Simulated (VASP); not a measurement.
Input of a VASP 6.6.1 run:

File INCAR:

```
SYSTEM = RbBr
PREC     = Accurate       ! precision mode
ENCUT    = 520            ! plane-wave cutoff, eV
EDIFF    = 1E-7           ! SCF threshold, eV
ISMEAR   = 0              ! smearing method
SIGMA    = 0.01           ! smearing width, eV
LREAL    = .FALSE.        ! projectors in reciprocal space
LASPH    = .TRUE.         ! aspherical terms in the spheres
NELM     = 80             ! most SCF steps
ALGO     = Normal         ! electronic algorithm
ISIF     = 2              ! what is computed and relaxed
LWAVE    = .FALSE.        ! write WAVECAR
LCHARG   = .FALSE.        ! write CHGCAR
GGA      = PE             ! functional
NBANDS   = 24             ! bands
```

Contents of KPOINTS:

```
Automatic mesh
0
G
  6 6 4
  0 0 0
```

Contents of POSCAR:

```
RbBr
1.0
    4.7710886104      0.0000000000      0.0000000000
   -2.3855443052      4.1318839403      0.0000000000
    0.0000000000      0.0000000000      8.4101540433
Rb Br
2 2
Direct
    0.0000000000      0.0000000000      0.0000000000
    0.0000000000      0.0000000000      0.5000000000
    0.3333333333      0.6666666667      0.2500000000
    0.6666666667      0.3333333333      0.7500000000
```

Potentials or basis: VASP PAW PBE potentials, release 64 (Rb_sv, Br).

Run with:

```bash
$ cat potpaw_PBE.64/Rb_sv/POTCAR potpaw_PBE.64/Br/POTCAR > POTCAR
$ mpirun -np 1 vasp_std > vasp.out
```

Q: What does it give for the band gap on the k mesh?

A: 4.23 eV, direct.

Q: Estimate the pressure.

A: 0.6 GPa.

A k mesh can miss the band edges. Expect the measured gap to be larger: semilocal functionals such as PBE lack the derivative discontinuity.
